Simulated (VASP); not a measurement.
# Sr2Ge2As (P-3m1) in VASP: a series of runs

Runs on Sr2Ge2As. Level: PBE. Tasks: single point.

All numbers are computed with VASP 6.6.1; they aren't measurements. Logs are shortened: lines on timing, memory, paths and dates and some standing lists are left out, and cuts for length are marked.

### 1 The cell of the first run

It takes space group P-3m1 (No. 164, trigonal). Conventional cell: a = 4.275 Å, b = 4.275 Å, c = 9.445 Å, α = 90.00°, β = 90.00°, γ = 120.00°. Within 4.0 Å of Sr (site symmetry 3m) lie 3 As at 3.05 Å and 4 Ge at 3.42 to 3.47 Å. Ge (site symmetry 3m) has 3 Ge at 2.66 Å and 4 Sr at 3.42 to 3.47 Å within 3.5 Å. As (site symmetry -3m) has 6 Sr at 3.05 Å within 4.0 Å.

### 2 Single point, PBE

Contents of INCAR:

```
  PREC = Accurate
  ENCUT = 520
  EDIFF = 1E-6
  ISMEAR = -1
  SIGMA = 0.15
  LREAL = F
  LASPH = T
  NELM = 80
  ALGO = Normal
  ISIF = 2
  LWAVE = F
  LCHARG = T
  GGA = PE
  LELF = T
  LVHAR = T
  NBANDS = 34
```

Contents of KPOINTS:

```
Automatic mesh
0
Gamma
  12 12 4
```

Contents of POSCAR:

```
Sr2Ge2As
1.0
    4.2750104896      0.0000000000      0.0000000000
   -2.1375052448      3.7022676854      0.0000000000
    0.0000000000      0.0000000000      9.4451618486
Sr Ge As
2 2 1
Direct
    0.3333333333      0.6666666667      0.1898862512
    0.6666666667      0.3333333333      0.8101137488
    0.3333333333      0.6666666667      0.5522402915
    0.6666666667      0.3333333333      0.4477597085
    0.0000000000      0.0000000000      0.0000000000
```

Potentials or basis: VASP PAW PBE potentials, release 64 (Sr_sv, Ge_d, As).

Command:

```
cat potpaw_PBE.64/Sr_sv/POTCAR potpaw_PBE.64/Ge_d/POTCAR potpaw_PBE.64/As/POTCAR > POTCAR
mpirun -np 1 vasp_std > vasp.out
```

OUTCAR:

```text
PREC = Accurate
   ENCUT = 520
   EDIFF = 1E-6
   ISMEAR = -1
   LREAL = F
   LASPH = T
   NELM = 80
   ISIF = 2
   GGA = PE

 ion  position               nearest neighbor table
   1  0.333  0.667  0.190-   5 3.05   5 3.05   5 3.05   3 3.42   4 3.47   4 3.47   4 3.47   2 4.35
                             2 4.35   2 4.35
   2  0.667  0.333  0.810-   5 3.05   5 3.05   5 3.05   4 3.42   3 3.47   3 3.47   3 3.47   1 4.35
                             1 4.35   1 4.35
   3  0.333  0.667  0.552-   4 2.66   4 2.66   4 2.66   1 3.42   2 3.47   2 3.47   2 3.47
   4  0.667  0.333  0.448-   3 2.66   3 2.66   3 2.66   2 3.42   1 3.47   1 3.47   1 3.47
   5  0.000  0.000  0.000-   1 3.05   2 3.05   1 3.05   2 3.05   2 3.05   1 3.05

  LATTYP: Found a hexagonal cell.
 ALAT       =     4.2750104896
 C/A-ratio  =     2.2093891633

  Lattice vectors:

 A1 = (   4.2750104896,   0.0000000000,   0.0000000000)
 A2 = (  -2.1375052448,   3.7022676854,   0.0000000000)
 A3 = (   0.0000000000,   0.0000000000,   9.4451618486)

Analysis of symmetry for initial positions (statically):
=====================================================================
 Subroutine PRICEL returns:
 Original cell was already a primitive cell.

 Routine SETGRP: Setting up the symmetry group for a
 hexagonal supercell.

 Subroutine GETGRP returns: Found 12 space group operations
 (whereof 12 operations were pure point group operations)
 out of a pool of 24 trial point group operations.

The static configuration has the point symmetry D_3d.

Analysis of symmetry for dynamics (positions and initial velocities):
=====================================================================
 Subroutine PRICEL returns:
 Original cell was already a primitive cell.

 Routine SETGRP: Setting up the symmetry group for a
 hexagonal supercell.

 Subroutine GETGRP returns: Found 12 space group operations
 (whereof 12 operations were pure point group operations)
 out of a pool of 24 trial point group operations.

The dynamic configuration has the point symmetry D_3d.

 Subroutine INISYM returns: Found 12 space group operations
 (whereof 12 operations are pure point group operations),
 and found     1 'primitive' translations

----------------------------------------------------------------------------------------
[... 96 lines left out ...]
   LASPH  =      T    aspherical Exc in radial PAW
   ENCUT  =  520.0 eV  38.22 Ry    6.18 a.u.   7.95  7.95 17.56*2*pi/ulx,y,z
   NELM   =     80;   NELMIN=  2; NELMDL= -5     # of ELM steps
   EDIFF  = 0.1E-05   stopping-criterion for ELM
   LREAL  =      F    real-space projection
   EDIFFG = 0.1E-04   stopping-criterion for IOM
   NSW    =      0    number of steps for IOM
   IBRION =     -1    ionic relax: 0-MD 1-quasi-New 2-CG
   NFREE  =      0    steps in history (QN), initial steepest desc. (CG)
   ISIF   =      2    stress and relaxation
   ISYM   =      2    0-nonsym 1-usesym 2-fastsym
   POTIM  = 0.5000    time-step for ionic-motion
   TEBEG  =    0.0;   TEEND  =   0.0 temperature during run
   PSTRESS=    0.0 pullay stress
   NELECT =      53.0000    total number of electrons
   NUPDOWN=      -1.0000    fix difference up-down
   EMIN   =  10.00;   EMAX   =-10.00  energy-range for DOS
   EFERMI =   0.00;   METHOD = LEGACY
   ISMEAR =    -1;   SIGMA  =   0.15  broadening in eV -4-tet -1-fermi 0-gaus
   EFERMI_NEDOS =   21; number of points for ismear=-14 and -15
   IALGO  =     38    algorithm
   IMIX   =      4    mixing-type and parameters
     AMIX     =   0.40;   BMIX     =  1.00
     AMIX_MAG =   1.60;   BMIX_MAG =  1.00
  volume/ion in A,a.u.               =      29.90       201.76
  Fermi-wavevector in a.u.,A,eV,Ry     =   1.158676  2.189580 18.266228  1.342530
  Thomas-Fermi vector in A             =   2.295276
   LORBIT       =      0    0 simple, 1 ext, 2 COOP (PROOUT), +10 PAW based schemes
   GGA     = PE    functional components
   LHFCALC =     F    Hartree Fock is set to
   AEXX    =    0.0000 exact exchange contribution
   IVDW    =     0    specifies the selected vdW correction
   LEPSILON=     F    determine dielectric tensor
   LRPA    =     F    only Hartree local field effects (RPA)
 non-spin polarized calculation
  energy-cutoff  :      520.00
  volume of cell :      149.49
 maximum number of plane-waves:      4050
   NGX = 15   NGY = 15   NGZ = 35

 number of electron      52.9999995 magnetization

 Free energy of the ion-electron system (eV)
  ---------------------------------------------------
  ext. energy  EPLUGINS =         0.00000000
  ---------------------------------------------------
  free energy    TOTEN  =       -20.28998596 eV

  energy without entropy =      -20.10391577  energy(sigma->0) =      -20.19695087

 E-fermi :   2.6609     XC(G=0):  -8.9504

 val. band max:        2.6559797088   @ k =   0.0000   0.0000   0.0000
 cond. band min:       2.6627847217   @ k =   0.1667   0.0000   0.2500
 fundamental gap:      0.0068050128
 Fermi energy:         2.6608590621

 k-point     1 :       0.0000    0.0000    0.0000
  band No.  band energies     occupation
      1     -32.0837      2.00000
      2     -32.0769      2.00000
      3     -21.4929      2.00000
      4     -21.4929      2.00000
      5     -21.4498      2.00000
      6     -21.4498      2.00000
[... 877 lines left out ...]
     33       7.0887      0.00000
     34       7.1933      0.00000

 [... further k-points ...]

------------------------ aborting loop because EDIFF is reached ----------------------------------------

  FORCE on cell =-STRESS in cart. coord.  units (eV):
  Direction    XX          YY          ZZ          XY          YZ          ZX
  --------------------------------------------------------------------------------------
  -------------------------------------------------------------------------------------
  Total        0.0853585      0.0853585      0.1056770      0.0000000      0.0000000      0.0000000
  in kB        0.9148355      0.9148355      1.1326003      0.0000000      0.0000000      0.0000000
  external PRESSURE =       0.9874238 kB  Pullay stress =       0.0000000 kB

 VOLUME and BASIS-vectors are now :
 -----------------------------------------------------------------------------
  energy-cutoff  :      520.00
  volume of cell :      149.49
      direct lattice vectors                 reciprocal lattice vectors
     4.275010490  0.000000000  0.000000000     0.233917555  0.135052363  0.000000000
    -2.137505245  3.702267685  0.000000000     0.000000000  0.270104726  0.000000000
     0.000000000  0.000000000  9.445161849     0.000000000  0.000000000  0.105874311

 POSITION                                       TOTAL-FORCE (eV/Angst)
 -----------------------------------------------------------------------------------
     -0.00000      2.46818      1.79351         0.000000     -0.000000      0.015083
      2.13751      1.23409      7.65166         0.000000      0.000000     -0.015083
     -0.00000      2.46818      5.21600         0.000000      0.000000      0.004799
      2.13751      1.23409      4.22916        -0.000000     -0.000000     -0.004799
      0.00000      0.00000      0.00000         0.000000      0.000000      0.000000
 -----------------------------------------------------------------------------------
    total drift:                               -0.000000      0.000000     -0.000000

  FREE ENERGIE OF THE ION-ELECTRON SYSTEM (eV)
  ---------------------------------------------------
  free  energy   TOTEN  =       -20.2899859646 eV

  energy  without entropy=      -20.1039157729  energy(sigma->0) =      -20.19695087
```

Wall time 2.9 min (1 thread of Intel Xeon 6975P-C (Granite Rapids), shared host); peak memory 0.48 GiB.

Results:

```yaml
Free_energy: -20.2900 eV
Pressure: 0.1 GPa
Largest_force: 0.015 eV/Å
Band_gap_on_the_k_mesh: zero (an odd number of electrons rules out a gap without spin polarisation)
```

Forces in eV/Å, atoms in the order of the input:
```
Sr   0.000  0.000  0.015
Sr   0.000  0.000 -0.015
Ge   0.000  0.000  0.005
Ge   0.000  0.000 -0.005
As   0.000  0.000  0.000
```

Caveat: an odd number of electrons without spin polarisation forces a metal; a magnetic or distorted state may lie lower.

[end of part 1 of 2]
